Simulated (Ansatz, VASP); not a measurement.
One calculation of AlCu5, two programs

```
CELL_PARAMETERS angstrom
4.49087 0.00000 0.00000
-2.24543 3.88921 0.00000
0.00000 0.00000 4.23469
ATOMIC_POSITIONS crystal
Al 0.00000 0.00000 0.50000
Cu 0.66557 0.00000 0.00000
Cu 0.00000 0.66557 0.00000
Cu 0.33443 0.33443 0.00000
Cu 0.33333 0.66667 0.50000
Cu 0.66667 0.33333 0.50000
```

Alike in both runs: functional PBE; k mesh 12 × 12 × 10; occupations fermi-dirac, width 0.15 eV; no spin polarisation.

Ansatz relaxed the structure, and its values are those at the end. VASP's run is a single point on that final structure, the one shown.

|  | VASP | Ansatz |
| --- | --- | --- |
| version | VASP 6.6.1 | Ansatz 0.2.0 |
| potentials or method | VASP PAW PBE potentials, release 64 (Al, Cu), cutoff 520 eV | scalar-relativistic, plane waves, PAW |
| valence electrons in the cell | 58 | 98 |

Ansatz gave:

| Property | Result |
| --- | --- |
| gap on the k mesh at the Fermi level (eV) | none |
| pressure (GPa) | 0.0 |

Task: Which values does VASP return?

Result: gap on the k mesh at the Fermi level (eV): none; pressure (GPa): 0.5.

A gap of «none» marks a metal or a gap that the smearing closes. VASP's potentials hold 58 valence electrons a cell and Ansatz's 98, so a difference there can come from the potentials and not from the codes.
